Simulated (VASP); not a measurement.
A run of VASP 6.6.1:

The input INCAR:

```
SYSTEM = TiCo
PREC = Accurate
ENCUT = 520
EDIFF = 1E-6
ISMEAR = -1
SIGMA = 0.05
LREAL = .FALSE.
LASPH = .TRUE.
NELM = 150
ALGO = Normal
ISIF = 2
LWAVE = .FALSE.
LCHARG = .TRUE.
ISPIN = 2
MAGMOM = 2 1
LORBIT = 11
LMAXMIX = 4
GGA = PE
IVDW = 12
LELF = .TRUE.
LVHAR = .TRUE.
NBANDS = 22
```

The input KPOINTS:

```
Automatic mesh
0
G
  9 9 9
  0 0 0
```

POSCAR

```
TiCo
1.0
    2.9423030963      0.0000000000      0.0000000000
    0.0000000000      2.9423030963      0.0000000000
    0.0000000000      0.0000000000      2.9423030963
Co Ti
1 1
Direct
    0.5000000000      0.5000000000      0.5000000000
    0.0000000000      0.0000000000      0.0000000000
```

Potentials or basis: VASP PAW PBE potentials, release 64 (Co, Ti_sv).

The run is started by

```bash
$ cat potpaw_PBE.64/Co/POTCAR potpaw_PBE.64/Ti_sv/POTCAR > POTCAR
$ mpirun -np 1 vasp_std > vasp.out
```

Hardware: 1 thread of AMD EPYC 7R13 Processor (Zen 3), on a shared host.

Task: Estimate the wall time of this run.

Result: Wall time 38 s on 1 thread of AMD EPYC 7R13 Processor (Zen 3), on a shared host, peak memory 0.15 GiB. Counts: scf iterations 18, k points 35.
